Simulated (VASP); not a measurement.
Input of a VASP 6.6.1 run:

File INCAR:

```
PREC     = Accurate       # precision mode
ENCUT    = 520            # plane-wave cutoff, eV
EDIFF    = 1E-6           # SCF threshold, eV
ISMEAR   = -1             # smearing method
SIGMA    = 0.02           # smearing width, eV
LREAL    = False          # projectors in reciprocal space
LASPH    = True           # aspherical terms in the spheres
NELM     = 60             # most SCF steps
ALGO     = Normal         # electronic algorithm
ISIF     = 2              # what is computed and relaxed
LWAVE    = False          # write WAVECAR
LCHARG   = False          # write CHGCAR
GGA      = PE             # functional
NBANDS   = 18             # bands
```

Contents of KPOINTS:

```
regular mesh
0
Gamma
  10 10 10
```

POSCAR

```
Li2ClF
1.0
    1.6438003697      0.9490485859      5.2637591344
   -1.6438003697      0.9490485859      5.2637591344
    0.0000000000     -1.8980971719      5.2637591344
F Cl Li
1 1 2
Direct
    1.0000000000      0.0000000000      0.0000000000
    0.5000000000      0.5000000000      0.5000000000
    0.2633593308      0.2633593308      0.2633593308
    0.7366406692      0.7366406692      0.7366406692
```

Potentials or basis: VASP PAW PBE potentials, release 64 (F, Cl, Li_sv).

Run with:

```console
$ cat potpaw_PBE.64/F/POTCAR potpaw_PBE.64/Cl/POTCAR potpaw_PBE.64/Li_sv/POTCAR > POTCAR
$ mpirun -np 1 vasp_std > vasp.out
```

Question: What does it give for the band gap on the k mesh?

Answer: 4.88 eV.

Question: Estimate the largest force.

Answer: 0.021 eV/Å.

Forces on the atoms (eV/Å):
```
F    0.000  0.000  0.000
Cl   0.000  0.000  0.000
Li   0.000  0.000 -0.021
Li   0.000  0.000  0.021
```

 A k mesh can miss the band edges.
